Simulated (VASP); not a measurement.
Here is a VASP 6.6.1 calculation.

The input POSCAR:

```
Mg2Sn
1.0
    0.0000000000      3.3799352825      3.3799352825
    3.3799352825      0.0000000000      3.3799352825
    3.3799352825      3.3799352825      0.0000000000
Sn Mg
1 2
Direct
    0.0000000000      0.0000000000      0.0000000000
    0.2500000000      0.2500000000      0.2500000000
    0.7500000000      0.7500000000      0.7500000000
```

The input INCAR.step1:

```
ALGO = Normal
EDIFF = 1E-5
ENCUT = 520
GGA = PE
GGA_COMPAT = False
ISIF = 2
ISMEAR = -1
LASPH = True
LCHARG = False
LREAL = False
LWAVE = True
NBANDS = 16
NELM = 120
PREC = Accurate
SIGMA = 0.02
```

The input INCAR.step2:

```
AEXX = 1.0
AGGAC = 1.0
ALDAC = 1.0
ALGO = Normal
EDIFF = 1E-6
ENCUT = 520
GGA = PE
GGA_COMPAT = False
HFSCREEN = 0.2078
ISIF = 2
ISMEAR = -1
ISTART = 1
LASPH = True
LCHARG = False
LHFCALC = True
LREAL = False
LWAVE = False
NBANDS = 16
NELM = 120
PREC = Accurate
PRECFOCK = Normal
SIGMA = 0.02
```

File KPOINTS:

```
k-points
0
Gamma
  4 4 4
```

Potentials or basis: VASP PAW PBE potentials, release 64 (Sn_d, Mg).

Run with:

```sh
$ cat potpaw_PBE.64/Sn_d/POTCAR potpaw_PBE.64/Mg/POTCAR > POTCAR
$ cp INCAR.step1 INCAR
$ mpirun -np 1 vasp_std > vasp.out
$ cp INCAR.step2 INCAR
$ mpirun -np 1 vasp_std > vasp.out
```

Q: What does it give for the band gap on the k mesh?

A: 1.53 eV (least direct gap 4.06 eV).

Q: Estimate the pressure.

A: -2.2 GPa.

Caveat: the PAW data sets were made with another functional, which shifts forces and pressure a little; spin-orbit coupling is left out, which moves the levels of the heavy elements. A k mesh can miss the band edges.
